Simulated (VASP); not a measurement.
# SiGe3 (Cmmm) in VASP: a series of runs

SiGe3 is run at these levels: PBE; tasks: single point.

All numbers are computed with VASP 6.6.1; they aren't measurements. Logs are shortened: lines on timing, memory, paths and dates and some standing lists are left out, and cuts for length are marked.

## 1. The cell of the first run

The structure is orthorhombic, space group Cmmm (No. 65). Conventional cell: a = 5.912 Å, b = 8.361 Å, c = 2.956 Å, α = 90.00°, β = 90.00°, γ = 90.00°. Si (site symmetry mmm) has 2 Si at 2.96 Å and 10 Ge at 2.96 Å within 3.9 Å. Ge (site symmetry mmm) has 2 Si at 2.96 Å and 10 Ge at 2.96 Å within 3.9 Å. Ge (site symmetry 2/m) has 8 Ge at 2.96 Å and 4 Si at 2.96 Å within 3.9 Å.

## 2. Single point, PBE

File INCAR:

```
SYSTEM = SiGe3
PREC = Accurate ; ENCUT = 520
EDIFF = 1E-6 ; ISMEAR = 0
SIGMA = 0.1 ; LREAL = .False.
LASPH = .True. ; NELM = 60
ALGO = Normal ; ISIF = 2
LWAVE = .False. ; LCHARG = .False.
GGA = PE ; NBANDS = 31
```

File KPOINTS:

```
Automatic mesh
0
Gamma
  4 4 6
  0 0 0
```

File POSCAR:

```
SiGe3
1.0
    2.9559021900     -4.1802769700      0.0000000000
    2.9559021900      4.1802769700      0.0000000000
    0.0000000000      0.0000000000      2.9559021900
Si Ge
1 3
Direct
    0.0000000000      0.0000000000      0.0000000000
    0.5000000000      0.5000000000      0.0000000000
    0.0000000000      0.5000000000      0.5000000000
    0.5000000000      0.0000000000      0.5000000000
```

Potentials or basis: VASP PAW PBE potentials, release 64 (Si, Ge_d).

Command:

```bash
$ cat potpaw_PBE.64/Si/POTCAR potpaw_PBE.64/Ge_d/POTCAR > POTCAR
$ mpirun -np 1 vasp_std > vasp.out
```

OUTCAR:

```text
SYSTEM = SiGe3
   PREC = Accurate
   ENCUT = 520
   EDIFF = 1E-6
   ISMEAR = 0
   LREAL = .False.
   LASPH = .True.
   NELM = 60
   ISIF = 2
   GGA = PE

 ion  position               nearest neighbor table
   1  0.000  0.000  0.000-   2 2.96   2 2.96   4 2.96   3 2.96   4 2.96   3 2.96   3 2.96   4 2.96
                             4 2.96   3 2.96
   2  0.500  0.500  0.000-   1 2.96   1 2.96
   3  0.000  0.500  0.500-   1 2.96   1 2.96   1 2.96   1 2.96
   4  0.500  0.000  0.500-   1 2.96   1 2.96   1 2.96   1 2.96

  LATTYP: Found a base centered orthorhombic cell.
 ALAT       =     5.9118043800
 B/A-ratio  =     1.4142135637
 C/A-ratio  =     0.5000000000

  Lattice vectors:

 A1 = (   2.9559021900,  -4.1802769700,   0.0000000000)
 A2 = (   2.9559021900,   4.1802769700,   0.0000000000)
 A3 = (   0.0000000000,   0.0000000000,   2.9559021900)

Analysis of symmetry for initial positions (statically):
=====================================================================
 Subroutine PRICEL returns:
 Original cell was already a primitive cell.

 Routine SETGRP: Setting up the symmetry group for a
 base centered orthorhombic supercell.

 Subroutine GETGRP returns: Found  8 space group operations
 (whereof  8 operations were pure point group operations)
 out of a pool of  8 trial point group operations.

The static configuration has the point symmetry D_2h.

Analysis of symmetry for dynamics (positions and initial velocities):
=====================================================================
 Subroutine PRICEL returns:
 Original cell was already a primitive cell.

 Routine SETGRP: Setting up the symmetry group for a
 base centered orthorhombic supercell.

 Subroutine GETGRP returns: Found  8 space group operations
 (whereof  8 operations were pure point group operations)
 out of a pool of  8 trial point group operations.

The dynamic configuration has the point symmetry D_2h.

 Subroutine INISYM returns: Found  8 space group operations
 (whereof  8 operations are pure point group operations),
 and found     1 'primitive' translations

----------------------------------------------------------------------------------------

                                     Primitive cell

  volume of cell :      73.0492

  direct lattice vectors                    reciprocal lattice vectors
     2.955902190 -4.180276970  0.000000000     0.169153094 -0.119609299  0.000000000
     2.955902190  4.180276970  0.000000000     0.169153094  0.119609299  0.000000000
     0.000000000  0.000000000  2.955902190     0.000000000  0.000000000  0.338306187

  length of vectors
     5.119772778  5.119772778  2.955902190     0.207169384  0.207169384  0.338306187

  position of ions in fractional coordinates (direct lattice)
     0.000000000  0.000000000  0.000000000
     0.500000000  0.500000000  0.000000000
     1.000000000  0.500000000  0.500000000
     0.500000000  1.000000000  0.500000000

  ion indices of the primitive-cell ions
   primitive index   ion index
                 1           1
                 2           2
                 3           3
                 4           4

----------------------------------------------------------------------------------------

 KPOINTS: Automatic mesh

Automatic generation of k-mesh.
 Grid dimensions read from file:
 generate k-points for:    4    4    6

 Generating k-lattice:

  Cartesian coordinates                     Fractional coordinates (reciprocal lattice)
     0.042288273 -0.029902325  0.000000000     0.250000000 -0.000000000  0.000000000
     0.042288273  0.029902325  0.000000000    -0.000000000  0.250000000  0.000000000
     0.000000000  0.000000000  0.056384365     0.000000000  0.000000000  0.166666667

  Length of vectors
     0.051792346  0.051792346  0.056384365

  Shift w.r.t. Gamma in fractional coordinates (k-lattice)
     0.000000000  0.000000000  0.000000000

 Subroutine IBZKPT returns following result:
 ===========================================

 Found     28 irreducible k-points:

 Following reciprocal coordinates:
            Coordinates               Weight
  0.000000  0.000000  0.000000      1.000000
  0.250000  0.000000  0.000000      4.000000
  0.500000  0.000000  0.000000      2.000000
  0.250000  0.250000  0.000000      2.000000
  0.500000  0.250000  0.000000      4.000000
 -0.250000  0.250000  0.000000      2.000000
[... 16 lines left out ...]
  0.250000  0.000000  0.500000      4.000000
  0.500000  0.000000  0.500000      2.000000
 [... further k-points ...]
   k-points           NKPTS =     28   k-points in BZ     NKDIM =     28   number of bands    NBANDS=     31
   number of dos      NEDOS =    301   number of ions     NIONS =      4
   total plane-waves  NPLWV =  38400
   dimension x,y,z NGX =    40 NGY =   40 NGZ =   24
   dimension x,y,z NGXF=    80 NGYF=   80 NGZF=   48
   ions per type =               1   3
   NGX,Y,Z   is equivalent  to a cutoff of  12.99, 12.99, 13.50 a.u.
   NGXF,Y,Z  is equivalent  to a cutoff of  25.98, 25.98, 27.00 a.u.
 SYSTEM =  SiGe3
   PREC   = accura    normal or accurate (medium, high low for compatibility)
   ISTART =      0    job   : 0-new  1-cont  2-samecut
   ICHARG =      2    charge: 1-file 2-atom 10-const
   ISPIN  =      1    spin polarized calculation?
   LNONCOLLINEAR =      F non collinear calculations
   LSORBIT =      F    spin-orbit coupling
   LASPH  =      T    aspherical Exc in radial PAW
   ENCUT  =  520.0 eV  38.22 Ry    6.18 a.u.   9.52  9.52  5.50*2*pi/ulx,y,z
   NELM   =     60;   NELMIN=  2; NELMDL= -5     # of ELM steps
   EDIFF  = 0.1E-05   stopping-criterion for ELM
   LREAL  =      F    real-space projection
   EDIFFG = 0.1E-04   stopping-criterion for IOM
   NSW    =      0    number of steps for IOM
   IBRION =     -1    ionic relax: 0-MD 1-quasi-New 2-CG
   NFREE  =      0    steps in history (QN), initial steepest desc. (CG)
   ISIF   =      2    stress and relaxation
   ISYM   =      2    0-nonsym 1-usesym 2-fastsym
   POTIM  = 0.5000    time-step for ionic-motion
   TEBEG  =    0.0;   TEEND  =   0.0 temperature during run
   PSTRESS=    0.0 pullay stress
   NELECT =      46.0000    total number of electrons
   NUPDOWN=      -1.0000    fix difference up-down
   EMIN   =  10.00;   EMAX   =-10.00  energy-range for DOS
   EFERMI =   0.00;   METHOD = LEGACY
   ISMEAR =     0;   SIGMA  =   0.10  broadening in eV -4-tet -1-fermi 0-gaus
   EFERMI_NEDOS =   21; number of points for ismear=-14 and -15
   IALGO  =     38    algorithm
   IMIX   =      4    mixing-type and parameters
     AMIX     =   0.40;   BMIX     =  1.00
     AMIX_MAG =   1.60;   BMIX_MAG =  1.00
  volume/ion in A,a.u.               =      18.26       123.24
  Fermi-wavevector in a.u.,A,eV,Ry     =   1.403209  2.651681 26.789813  1.968996
  Thomas-Fermi vector in A             =   2.525894
   LORBIT       =      0    0 simple, 1 ext, 2 COOP (PROOUT), +10 PAW based schemes
   GGA     = PE    functional components
   LHFCALC =     F    Hartree Fock is set to
   AEXX    =    0.0000 exact exchange contribution
   IVDW    =     0    specifies the selected vdW correction
   LEPSILON=     F    determine dielectric tensor
   LRPA    =     F    only Hartree local field effects (RPA)
 non-spin polarized calculation
 Gauss-broadening in eV      SIGMA  =   0.10
  energy-cutoff  :      520.00
  volume of cell :       73.05
 maximum number of plane-waves:      2003
 NGX is ok and might be reduce to    40
   NGX = 19   NGY = 19   NGZ = 11

 number of electron      46.0000025 magnetization

 Free energy of the ion-electron system (eV)
  ---------------------------------------------------
  ext. energy  EPLUGINS =         0.00000000
  ---------------------------------------------------
  free energy    TOTEN  =       -16.99124459 eV

  energy without entropy =      -16.96709739  energy(sigma->0) =      -16.97917099

 E-fermi :   7.2695     XC(G=0): -11.1653

 val. band max:        7.2674253650   @ k =   0.5000   0.2500   0.0000
 cond. band min:       7.2731690462   @ k =   0.2500   0.0000   0.3333
 fundamental gap:      0.0057436813
 Fermi energy:         7.2695222231

 k-point     1 :       0.0000    0.0000    0.0000
  band No.  band energies     occupation
      1     -17.5914      2.00000
      2     -17.5577      2.00000
      3     -17.5483      2.00000
      4     -17.5451      2.00000
      5     -17.5405      2.00000
      6     -17.5403      2.00000
[... 23 lines left out ...]
     30      14.4030      0.00000
     31      16.3528      0.00000

 k-point     2 :       0.2500    0.0000    0.0000
  band No.  band energies     occupation
      1     -17.5798      2.00000
      2     -17.5502      2.00000
      3     -17.5458      2.00000
      4     -17.5430      2.00000
      5     -17.5351      2.00000
      6     -17.5329      2.00000
[... 23 lines left out ...]
     30      14.3929      0.00000
     31      15.7605      0.00000

 k-point     3 :       0.5000    0.0000    0.0000
  band No.  band energies     occupation
      1     -17.5638      2.00000
      2     -17.5512      2.00000
      3     -17.5450      2.00000
      4     -17.5311      2.00000
      5     -17.5271      2.00000
      6     -17.5235      2.00000
[... 23 lines left out ...]
     30      14.8273      0.00000
     31      14.9827      0.00000

 k-point     4 :       0.2500    0.2500    0.0000
  band No.  band energies     occupation
      1     -17.5639      2.00000
      2     -17.5528      2.00000
      3     -17.5399      2.00000
      4     -17.5331      2.00000
      5     -17.5279      2.00000
      6     -17.5196      2.00000
[... 635 lines left out ...]
     30      13.6001      0.00000
     31      13.7078      0.00000

 k-point    23 :       0.2500    0.0000    0.5000
  band No.  band energies     occupation
      1     -17.5536      2.00000
      2     -17.5526      2.00000
      3     -17.5413      2.00000
      4     -17.5325      2.00000
      5     -17.5212      2.00000
      6     -17.5107      2.00000
[... 23 lines left out ...]
     30      11.5090      0.00000
     31      11.7109      0.00000

 k-point    24 :       0.5000    0.0000    0.5000
  band No.  band energies     occupation
      1     -17.5681      2.00000
      2     -17.5677      2.00000
      3     -17.5267      2.00000
      4     -17.5245      2.00000
      5     -17.5234      2.00000
      6     -17.5186      2.00000
[... 23 lines left out ...]
     30      11.4718      0.00000
     31      11.4931      0.00000

 [... further k-points ...]

------------------------ aborting loop because EDIFF is reached ----------------------------------------

  FORCE on cell =-STRESS in cart. coord.  units (eV):
  Direction    XX          YY          ZZ          XY          YZ          ZX
  --------------------------------------------------------------------------------------
  -------------------------------------------------------------------------------------
  Total       -1.5351038      1.1426638      1.9536495      0.0000000      0.0000000      0.0000000
  in kB      -33.6692272     25.0618926     42.8491354      0.0000000      0.0000000      0.0000000
  external PRESSURE =      11.4139336 kB  Pullay stress =       0.0000000 kB

 VOLUME and BASIS-vectors are now :
 -----------------------------------------------------------------------------
  energy-cutoff  :      520.00
  volume of cell :       73.05
      direct lattice vectors                 reciprocal lattice vectors
     2.955902190 -4.180276970  0.000000000     0.169153094 -0.119609299  0.000000000
     2.955902190  4.180276970  0.000000000     0.169153094  0.119609299  0.000000000
     0.000000000  0.000000000  2.955902190     0.000000000  0.000000000  0.338306187

 POSITION                                       TOTAL-FORCE (eV/Angst)
 -----------------------------------------------------------------------------------
      0.00000      0.00000      0.00000        -0.000000     -0.000000      0.000000
      2.95590      0.00000      0.00000        -0.000000      0.000000      0.000000
      1.47795      2.09014      1.47795        -0.000000     -0.000000      0.000000
      1.47795     -2.09014      1.47795         0.000000     -0.000000      0.000000
 -----------------------------------------------------------------------------------
    total drift:                                0.000000      0.000000     -0.000000

  FREE ENERGIE OF THE ION-ELECTRON SYSTEM (eV)
  ---------------------------------------------------
  free  energy   TOTEN  =       -16.9912445922 eV

  energy  without entropy=      -16.9670973881  energy(sigma->0) =      -16.97917099
```

Wall time 59 s (1 thread of Intel Xeon 8259CL, shared host); peak memory 0.21 GiB.

What came out:

```yaml
Free_energy: -16.9912 eV
Pressure: 1.1 GPa
Band_gap_on_the_k_mesh: zero (band 23 reaches 10.41 eV, above the bottom of band 24 at 6.25 eV)
```

Levels at points of the mesh, in eV from the Fermi level:
| k point | band 21 | band 22 | band 23 | band 24 | band 25 | band 26 |
| --- | --- | --- | --- | --- | --- | --- |
| (0.00, 0.00, 0.00) | -5.27 | -4.46 | 2.61 | 2.62 | 6.02 | 6.19 |
| (0.50, 0.00, 0.00) | -2.94 | 1.04 | 1.07 | 1.19 | 1.20 | 4.08 |
| (0.50, 0.50, 0.00) | -0.54 | -0.22 | -0.11 | 3.91 | 4.25 | 4.64 |
| (0.00, 0.00, 0.50) | -2.32 | -2.25 | -2.25 | -0.68 | -0.64 | -0.49 |
| (0.50, 0.00, 0.50) | -2.99 | -2.98 | -2.79 | 0.95 | 1.02 | 1.17 |
| (0.50, 0.50, 0.50) | -4.96 | -4.46 | -4.45 | 2.51 | 2.62 | 2.62 |

## 3. Single point, PBE

This run uses another cell than the first one, of 18.47 Å³/atom, 1.011 times its volume.

File INCAR:

```
SYSTEM = SiGe3
ALGO = Normal
EDIFF = 1E-6
ENCUT = 520
GGA = PE
ISIF = 2
ISMEAR = 0
LASPH = .True.
LCHARG = .True.
LELF = .True.
LREAL = .False.
LVHAR = .True.
LWAVE = .False.
NBANDS = 31
NELM = 60
PREC = Accurate
SIGMA = 0.1
```

File KPOINTS:

```
k-points
0
Gamma
  10 10 16
  0 0 0
```

File POSCAR:

```
SiGe3
1.0
    2.8688343203     -4.4449770192      0.0000000000
    2.8688343203      4.4449770192      0.0000000000
    0.0000000000      0.0000000000      2.8962091757
Si Ge
1 3
Direct
    0.0000000000      0.0000000000      0.0000000000
    0.5000000000      0.5000000000      0.0000000000
    0.0000000000      0.5000000000      0.5000000000
    0.5000000000      0.0000000000      0.5000000000
```

Potentials or basis: VASP PAW PBE potentials, release 64 (Si, Ge_d).

Command:

```bash
$ cat potpaw_PBE.64/Si/POTCAR potpaw_PBE.64/Ge_d/POTCAR > POTCAR
$ mpirun -np 1 vasp_std > vasp.out
```

Run time: 11 min. Hardware: 1 thread of Intel Xeon 8259CL, shared host; peak memory 0.56 GiB.

Results (log left out):

| Item | Value |
| --- | --- |
| Free energy | -17.2431 eV |
| Pressure | 0.0 GPa |
| Band gap on the k mesh | zero (band 23 reaches 10.83 eV, above the bottom of band 24 at 5.37 eV) |

Levels at points of the mesh, in eV from the Fermi level:
```
           k point  band 19  band 20  band 21  band 22  band 23  band 24  band 25  band 26  band 27  band 28
(0.00, 0.00, 0.00)    -6.26    -5.65    -5.61    -4.94     3.42     3.72     5.82     5.99     6.66     7.33
(0.50, 0.00, 0.00)    -7.74    -2.51    -2.43     0.03     0.10     1.28     1.30     4.86     4.96     6.91
(0.50, 0.50, 0.00)    -8.51    -1.52    -1.38    -0.46    -0.34     2.86     3.06     5.17     5.26     5.49
(0.00, 0.00, 0.50)    -3.98    -2.25    -2.17    -2.15    -2.07    -1.54    -1.36    -0.54    -0.43    -0.15
(0.50, 0.00, 0.50)    -6.82    -3.18    -3.11    -3.09    -2.94     1.59     1.63     1.77     1.89     3.49
(0.50, 0.50, 0.50)    -5.64    -5.04    -4.40    -4.04    -4.04     1.84     1.85     2.51     2.72     5.43
```
